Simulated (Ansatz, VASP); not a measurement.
One calculation of KCl, two programs

INCAR

```
SYSTEM = KCl
PREC     = Accurate       ! precision mode
ENCUT    = 520            ! plane-wave cutoff, eV
EDIFF    = 1E-6           ! SCF threshold, eV
ISMEAR   = -1             ! smearing method
SIGMA    = 0.02           ! smearing width, eV
LREAL    = .FALSE.        ! projectors in reciprocal space
LASPH    = .TRUE.         ! aspherical terms in the spheres
NELM     = 80             ! most SCF steps
ALGO     = Normal         ! electronic algorithm
ISIF     = 2              ! what is computed and relaxed
LWAVE    = .FALSE.        ! write WAVECAR
LCHARG   = .FALSE.        ! write CHGCAR
GGA      = PE             ! functional
NBANDS   = 15             ! bands
```

KPOINTS

```
regular mesh
0
G
  6 6 6
  0 0 0
```

Contents of POSCAR:

```
KCl
1.0
    0.0000000000      3.5072828324      3.5072828324
    3.6247768073      0.0000000000      3.5072828324
    3.6247768073      3.5072828324      0.0000000000
K Cl
1 1
Direct
    0.0000000000      0.0000000000      0.0000000000
    0.2500000000      0.2500000000      0.2500000000
```

Input for Ansatz:

```yaml
crystal:
  lattice:
    - [0.0, 3.5072828324, 3.5072828324]
    - [3.6247768073, 0.0, 3.5072828324]
    - [3.6247768073, 3.5072828324, 0.0]
  atoms:
    - { symbol: K, position: [0.0, 0.0, 0.0] }
    - { symbol: Cl, position: [0.25, 0.25, 0.25] }
kpoints:
  mp_grid: { grid: [6, 6, 6] }
  band_path:
    path:
      - [0.0, 0.0, 0.0]
      - [-0.5, -0.5, 0.0]
      - [-0.375, -0.375, 0.25]
      - [-0.375, 0.0, 0.375]
      - [0.0, 0.0, 0.5]
      - [-0.5, -0.25, 0.25]
      - [0.0, 0.375, -0.375]
    npoints: 1
hamiltonian:
  xc: pbe
scf:
  occupations: { method: fermi_dirac, width: 0.02 }
  n_extra_bands: 4
output:
  forces: true
  stress: true
  eigenvalues: true
```

Change from the starting cell: uniaxial_x strain +3.4%.

Alike in both runs: task single point; functional PBE; k mesh 6 × 6 × 6; occupations fermi-dirac, width 0.02 eV; no spin polarisation.

```csv
,VASP,Ansatz
version,VASP 6.6.1,Ansatz 0.2.0
potentials or method,"VASP PAW PBE potentials, release 64 (K_sv, Cl)","plane waves, PAW"
plane-wave cutoff (eV),520,420
valence electrons in the cell,16,16
```

```tsv
	VASP	Ansatz	Ansatz less VASP
gap on the k mesh at the Fermi level (eV)	4.69	4.69	+0.001
pressure (GPa)	-0.1	-0.1	-0.01
```
